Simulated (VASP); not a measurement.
# CsGeF3 (P4/mmm) in VASP: single point with r2SCAN

Aim: the single point of CsGeF3 with r2SCAN.

All numbers are computed with VASP 6.6.1; they aren't measurements. Logs are shortened: lines on timing, memory, paths and dates and some standing lists are left out, and cuts for length are marked.

### Step 1. The cell of the first run

The structure is tetragonal, space group P4/mmm (No. 123). The conventional cell has a = 4.497 Å, b = 4.497 Å, c = 4.474 Å, α = 90.00°, β = 90.00°, γ = 90.00°. Within 4.2 Å of Cs (site symmetry 4/mmm) lie 12 F at 3.17 to 3.18 Å and 8 Ge at 3.89 Å. Within 3.0 Å of Ge (site symmetry 4/mmm) lie 6 F at 2.24 to 2.25 Å. Within 3.0 Å of F (site symmetry 4/mmm) lie 2 Ge at 2.24 Å. F (site symmetry mmm) has 2 Ge at 2.25 Å within 3.0 Å.

### Step 2. Single point, r2SCAN (uniaxial z strain -0.5%)

Input file POSCAR:

```
CsGeF3
1.0
    4.4965198475      0.0000000000      0.0000000000
    0.0000000000      4.4965198475      0.0000000000
    0.0000000000      0.0000000000      4.4740372483
Cs Ge F
1 1 3
Direct
    0.0000000000      0.0000000000      0.0000000000
    0.5000000000      0.5000000000      0.5000000000
    0.5000000000      0.5000000000      0.0000000000
    0.5000000000      0.0000000000      0.5000000000
    0.0000000000      0.5000000000      0.5000000000
```

Input file INCAR.step1:

```
SYSTEM = CsGeF3
PREC = Accurate ; ENCUT = 520
ISMEAR = 0 ; SIGMA = 0.01
LREAL = .False. ; LASPH = .True.
NELM = 80 ; NBANDS = 30
GGA = PE ; ALGO = Normal
EDIFF = 1E-4 ; LWAVE = .True.
LCHARG = .False.
```

Input file INCAR.step2:

```
SYSTEM = CsGeF3
PREC = Accurate ; ENCUT = 520
EDIFF = 1E-6 ; ISMEAR = 0
SIGMA = 0.01 ; LREAL = .False.
LASPH = .True. ; NELM = 80
ALGO = Normal ; ISIF = 2
LWAVE = .False. ; LCHARG = .False.
METAGGA = R2SCAN ; LMIXTAU = .True.
NBANDS = 30 ; ISTART = 1
```

Input file KPOINTS:

```
Automatic mesh
0
Gamma
  6 6 6
  0 0 0
```

Potentials or basis: VASP PAW PBE potentials, release 64 (Cs_sv, Ge_d, F).

On the command line:

```
$ cat potpaw_PBE.64/Cs_sv/POTCAR potpaw_PBE.64/Ge_d/POTCAR potpaw_PBE.64/F/POTCAR > POTCAR
$ cp INCAR.step1 INCAR
$ mpirun -np 1 vasp_std > vasp.out
$ cp INCAR.step2 INCAR
$ mpirun -np 1 vasp_std > vasp.out
```

OUTCAR:

```text
SYSTEM = CsGeF3
   PREC = Accurate
   ENCUT = 520
   EDIFF = 1E-6
   ISMEAR = 0
   LREAL = .False.
   LASPH = .True.
   NELM = 80
   ISIF = 2
   METAGGA = R2SCAN
   ISTART = 1

 ion  position               nearest neighbor table
   1  0.000  0.000  0.000-
   2  0.500  0.500  0.500-   3 2.24   3 2.24   5 2.25   4 2.25   4 2.25   5 2.25
   3  0.500  0.500  0.000-   2 2.24   2 2.24
   4  0.500  0.000  0.500-   2 2.25   2 2.25
   5  0.000  0.500  0.500-   2 2.25   2 2.25

  LATTYP: Found a simple tetragonal cell.
 ALAT       =     4.4965198475
 C/A-ratio  =     0.9950000000

  Lattice vectors:

 A1 = (   4.4965198475,   0.0000000000,   0.0000000000)
 A2 = (   0.0000000000,   4.4965198475,   0.0000000000)
 A3 = (   0.0000000000,   0.0000000000,   4.4740372483)

Analysis of symmetry for initial positions (statically):
=====================================================================
 Subroutine PRICEL returns:
 Original cell was already a primitive cell.

 Routine SETGRP: Setting up the symmetry group for a
 simple tetragonal supercell.

 Subroutine GETGRP returns: Found 16 space group operations
 (whereof 16 operations were pure point group operations)
 out of a pool of 16 trial point group operations.

The static configuration has the point symmetry D_4h.

Analysis of symmetry for dynamics (positions and initial velocities):
=====================================================================
 Subroutine PRICEL returns:
 Original cell was already a primitive cell.

 Routine SETGRP: Setting up the symmetry group for a
 simple tetragonal supercell.

 Subroutine GETGRP returns: Found 16 space group operations
 (whereof 16 operations were pure point group operations)
 out of a pool of 16 trial point group operations.

The dynamic configuration has the point symmetry D_4h.

 Subroutine INISYM returns: Found 16 space group operations
 (whereof 16 operations are pure point group operations),
 and found     1 'primitive' translations

----------------------------------------------------------------------------------------

                                     Primitive cell

  volume of cell :      90.4592

  direct lattice vectors                    reciprocal lattice vectors
     4.496519848  0.000000000  0.000000000     0.222394215  0.000000000  0.000000000
     0.000000000  4.496519848  0.000000000     0.000000000  0.222394215  0.000000000
     0.000000000  0.000000000  4.474037248     0.000000000  0.000000000  0.223511773

  length of vectors
     4.496519848  4.496519848  4.474037248     0.222394215  0.222394215  0.223511773

  position of ions in fractional coordinates (direct lattice)
     0.000000000  0.000000000  0.000000000
     0.500000000  0.500000000  0.500000000
     0.500000000  0.500000000  0.000000000
     0.500000000  0.000000000  0.500000000
     0.000000000  0.500000000  0.500000000

  ion indices of the primitive-cell ions
   primitive index   ion index
                 1           1
                 2           2
                 3           3
                 4           4
                 5           5

----------------------------------------------------------------------------------------

 KPOINTS: Automatic mesh

Automatic generation of k-mesh.
 Grid dimensions read from file:
 generate k-points for:    6    6    6

 Generating k-lattice:

  Cartesian coordinates                     Fractional coordinates (reciprocal lattice)
     0.037065702  0.000000000  0.000000000     0.166666667  0.000000000  0.000000000
     0.000000000  0.037065702  0.000000000     0.000000000  0.166666667  0.000000000
     0.000000000  0.000000000  0.037251962     0.000000000  0.000000000  0.166666667

  Length of vectors
     0.037065702  0.037065702  0.037251962

  Shift w.r.t. Gamma in fractional coordinates (k-lattice)
     0.000000000  0.000000000  0.000000000

 Subroutine IBZKPT returns following result:
 ===========================================

 Found     40 irreducible k-points:

 Following reciprocal coordinates:
            Coordinates               Weight
  0.000000  0.000000  0.000000      1.000000
  0.166667  0.000000  0.000000      4.000000
  0.333333  0.000000  0.000000      4.000000
  0.500000  0.000000  0.000000      2.000000
  0.166667  0.166667  0.000000      4.000000
  0.333333  0.166667  0.000000      8.000000
[... 16 lines left out ...]
  0.333333  0.000000  0.333333      8.000000
  0.500000  0.000000  0.333333      4.000000
 [... further k-points ...]
   k-points           NKPTS =     40   k-points in BZ     NKDIM =     40   number of bands    NBANDS=     30
   number of dos      NEDOS =    301   number of ions     NIONS =      5
   total plane-waves  NPLWV =  46656
   dimension x,y,z NGX =    36 NGY =   36 NGZ =   36
   dimension x,y,z NGXF=    72 NGYF=   72 NGZF=   72
   ions per type =               1   1   3
   NGX,Y,Z   is equivalent  to a cutoff of  13.31, 13.31, 13.38 a.u.
   NGXF,Y,Z  is equivalent  to a cutoff of  26.62, 26.62, 26.75 a.u.
 SYSTEM =  CsGeF3
   PREC   = accura    normal or accurate (medium, high low for compatibility)
   ISTART =      1    job   : 0-new  1-cont  2-samecut
   ICHARG =      0    charge: 1-file 2-atom 10-const
   ISPIN  =      1    spin polarized calculation?
   LNONCOLLINEAR =      F non collinear calculations
   LSORBIT =      F    spin-orbit coupling
   LASPH  =      T    aspherical Exc in radial PAW
   ENCUT  =  520.0 eV  38.22 Ry    6.18 a.u.   8.36  8.36  8.32*2*pi/ulx,y,z
   NELM   =     80;   NELMIN=  2; NELMDL=  0     # of ELM steps
   EDIFF  = 0.1E-05   stopping-criterion for ELM
   LREAL  =      F    real-space projection
   EDIFFG = 0.1E-04   stopping-criterion for IOM
   NSW    =      0    number of steps for IOM
   IBRION =     -1    ionic relax: 0-MD 1-quasi-New 2-CG
   NFREE  =      0    steps in history (QN), initial steepest desc. (CG)
   ISIF   =      2    stress and relaxation
   ISYM   =      2    0-nonsym 1-usesym 2-fastsym
   POTIM  = 0.5000    time-step for ionic-motion
   TEBEG  =    0.0;   TEEND  =   0.0 temperature during run
   PSTRESS=    0.0 pullay stress
   NELECT =      44.0000    total number of electrons
   NUPDOWN=      -1.0000    fix difference up-down
   EMIN   =  10.00;   EMAX   =-10.00  energy-range for DOS
   EFERMI =   0.00;   METHOD = LEGACY
   ISMEAR =     0;   SIGMA  =   0.01  broadening in eV -4-tet -1-fermi 0-gaus
   EFERMI_NEDOS =   21; number of points for ismear=-14 and -15
   IALGO  =     38    algorithm
   IMIX   =      4    mixing-type and parameters
     AMIX     =   0.40;   BMIX     =  1.00
     AMIX_MAG =   1.60;   BMIX_MAG =  1.00
  volume/ion in A,a.u.               =      18.09       122.09
  Fermi-wavevector in a.u.,A,eV,Ry     =   1.287483  2.432990 22.553188  1.657613
  Thomas-Fermi vector in A             =   2.419495
   LORBIT       =      0    0 simple, 1 ext, 2 COOP (PROOUT), +10 PAW based schemes
   METAGGA = R2SCAN    functional components
   LHFCALC =     F    Hartree Fock is set to
   AEXX    =    0.0000 exact exchange contribution
   IVDW    =     0    specifies the selected vdW correction
   LEPSILON=     F    determine dielectric tensor
   LRPA    =     F    only Hartree local field effects (RPA)
 non-spin polarized calculation
 Gauss-broadening in eV      SIGMA  =   0.01
  energy-cutoff  :      520.00
  volume of cell :       90.46
 maximum number of plane-waves:      2469
 NGX is ok and might be reduce to    36
   NGX = 17   NGY = 17   NGZ = 17

 number of electron      44.0000001 magnetization

 Free energy of the ion-electron system (eV)
  ---------------------------------------------------
  ext. energy  EPLUGINS =         0.00000000
  ---------------------------------------------------
  free energy    TOTEN  =       -60.40359253 eV

  energy without entropy =      -60.40359253  energy(sigma->0) =      -60.40359253

 E-fermi :   2.6659     XC(G=0):  -9.9645

 val. band max:        2.5121318327   @ k =   0.5000   0.5000   0.5000
 cond. band min:       4.5718223213   @ k =   0.5000   0.5000   0.5000
 fundamental gap:      2.0596904886
 Fermi energy:         2.6658854671

 k-point     1 :       0.0000    0.0000    0.0000
  band No.  band energies     occupation
      1     -23.5690      2.00000
      2     -23.5570      2.00000
      3     -23.3535      2.00000
      4     -23.3532      2.00000
      5     -23.3532      2.00000
      6     -22.6580      2.00000
[... 22 lines left out ...]
     29       9.7776      0.00000
     30       9.8212      0.00000

 k-point     2 :       0.1667    0.0000    0.0000
  band No.  band energies     occupation
      1     -23.5669      2.00000
      2     -23.5342      2.00000
      3     -23.3537      2.00000
      4     -23.3534      2.00000
      5     -23.3532      2.00000
      6     -22.6262      2.00000
[... 22 lines left out ...]
     29       9.9572      0.00000
     30      10.3203      0.00000

 k-point     3 :       0.3333    0.0000    0.0000
  band No.  band energies     occupation
      1     -23.5662      2.00000
      2     -23.4839      2.00000
      3     -23.3541      2.00000
      4     -23.3538      2.00000
      5     -23.3532      2.00000
      6     -22.5294      2.00000
[... 22 lines left out ...]
     29      10.2943      0.00000
     30      11.2102      0.00000

 k-point     4 :       0.5000    0.0000    0.0000
  band No.  band energies     occupation
      1     -23.5660      2.00000
      2     -23.4578      2.00000
      3     -23.3542      2.00000
      4     -23.3540      2.00000
      5     -23.3532      2.00000
      6     -22.3955      2.00000
[... 616 lines left out ...]
     29      10.0631      0.00000
     30      11.1666      0.00000

 k-point    23 :       0.3333    0.0000    0.3333
  band No.  band energies     occupation
      1     -23.5226      2.00000
      2     -23.4288      2.00000
      3     -23.3545      2.00000
      4     -23.3540      2.00000
      5     -23.3538      2.00000
      6     -22.4590      2.00000
[... 22 lines left out ...]
     29      10.1526      0.00000
     30      10.6625      0.00000

 k-point    24 :       0.5000    0.0000    0.3333
  band No.  band energies     occupation
      1     -23.5185      2.00000
      2     -23.4008      2.00000
      3     -23.3548      2.00000
      4     -23.3542      2.00000
      5     -23.3538      2.00000
      6     -22.3812      2.00000
[... 22 lines left out ...]
     29      10.2503      0.00000
     30      10.6755      0.00000

 [... further k-points ...]
[... 5 lines left out ...]
  --------------------------------------------------------------------------------------
  -------------------------------------------------------------------------------------
  Total        0.0604540      0.0604540      0.2291420      0.0000000     -0.0000000      0.0000000
  in kB        1.0707368      1.0707368      4.0584723      0.0000000     -0.0000000      0.0000000
  external PRESSURE =       2.0666486 kB  Pullay stress =       0.0000000 kB

 VOLUME and BASIS-vectors are now :
 -----------------------------------------------------------------------------
  energy-cutoff  :      520.00
  volume of cell :       90.46
      direct lattice vectors                 reciprocal lattice vectors
     4.496519848  0.000000000  0.000000000     0.222394215  0.000000000  0.000000000
     0.000000000  4.496519848  0.000000000     0.000000000  0.222394215  0.000000000
     0.000000000  0.000000000  4.474037248     0.000000000  0.000000000  0.223511773

 POSITION                                       TOTAL-FORCE (eV/Angst)
 -----------------------------------------------------------------------------------
      0.00000      0.00000      0.00000         0.000000      0.000000      0.000000
      2.24826      2.24826      2.23702         0.000000      0.000000      0.000000
      2.24826      2.24826      0.00000         0.000000      0.000000      0.000000
      2.24826      0.00000      2.23702         0.000000      0.000000      0.000000
      0.00000      2.24826      2.23702         0.000000      0.000000      0.000000
 -----------------------------------------------------------------------------------
    total drift:                                0.000000      0.000000      0.000000

  FREE ENERGIE OF THE ION-ELECTRON SYSTEM (eV)
  ---------------------------------------------------
  free  energy   TOTEN  =       -60.4035925260 eV

  energy  without entropy=      -60.4035925260  energy(sigma->0) =      -60.40359253
```

It took 8.2 min on 1 thread of Oxide Virtual Turin-like, shared host; peak memory 0.24 GiB.

Results:

* Free energy: -60.4036 eV
* Pressure: 0.2 GPa
* Band gap on the k mesh: 2.06 eV

Levels at points of the mesh, in eV from the valence-band top:
| k point | band 19 | band 20 | band 21 | band 22 | band 23 | band 24 | band 25 | band 26 |
| --- | --- | --- | --- | --- | --- | --- | --- | --- |
| (0.00, 0.00, 0.00) | -4.87 | -4.53 | -4.53 | -4.52 | 4.78 | 4.80 | 5.57 | 6.10 |
| (0.50, 0.00, 0.00) | -4.90 | -4.78 | -4.78 | -2.67 | 2.99 | 5.31 | 5.39 | 5.63 |
| (0.50, 0.50, 0.00) | -4.75 | -4.75 | -4.51 | -1.25 | 3.07 | 3.07 | 5.42 | 6.28 |
| (0.00, 0.00, 0.50) | -4.90 | -4.82 | -4.82 | -2.64 | 3.03 | 5.31 | 5.31 | 5.67 |
| (0.50, 0.00, 0.50) | -4.71 | -4.71 | -4.52 | -1.23 | 3.06 | 3.11 | 5.33 | 6.31 |
| (0.50, 0.50, 0.50) | -4.51 | -4.51 | -4.50 | 0.00 | 2.06 | 2.06 | 2.10 | 8.10 |

Caveat: the cell differs from its parent crystal (uniaxial z strain -0.5%); the PAW data sets were made with another functional, which shifts forces and pressure a little; spin-orbit coupling is left out, which moves the levels of the heavy elements. A k mesh can miss the band edges.
